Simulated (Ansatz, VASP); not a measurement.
**Two plane-wave programs on FeNi2**

```
CELL_PARAMETERS angstrom
1.84928 -2.15045 0.00000
1.84928 2.15045 0.00000
0.00000 0.00000 3.85291
ATOMIC_POSITIONS crystal
Fe 0.00000 0.00000 0.50000
Ni 0.00000 0.00000 0.00000
Ni 0.50000 0.50000 0.00000
```

Alike in both runs: task relaxation of cell and atoms; functional PBE; k mesh 6 × 6 × 4; occupations gaussian, width 0.1 eV; collinear spin.

|  | VASP | Ansatz |
| --- | --- | --- |
| version | VASP 6.6.1 | Ansatz 0.2.0 |
| potentials or method | VASP PAW PBE potentials, release 64 (Fe, Ni), cutoff 600 eV | scalar-relativistic, plane waves, PAW |
| valence electrons in the cell | 28 | 52 |

Ansatz gave:

- gap on the k mesh at the Fermi level, each at its own relaxed structure (eV): none
- net moment per atom (μB): 1.47
- size of the moment on the site where the two differ most (μB): 3.04
- relaxed volume (Å³/atom): 15.05
- relaxed cell length with the largest relative difference (Å): 4.487

Question: Estimate VASP's values.

Answer: gap on the k mesh at the Fermi level, each at its own relaxed structure (eV): none; net moment per atom (μB): 1.47; size of the moment on the site where the two differ most (μB): 3.16; relaxed volume (Å³/atom): 15.01; relaxed cell length with the largest relative difference (Å): 4.480.

Site moments also hang on the region over which each program counts them. A gap of «none» marks a metal or a gap that the smearing closes. VASP's potentials hold 28 valence electrons a cell and Ansatz's 52, so a difference there can come from the potentials and not from the codes.

The k mesh is coarse, so the values compare programs but aren't converged. Noted on VASP's run: the volume moved by over 15 % at a fixed basis, so the end points are rough.
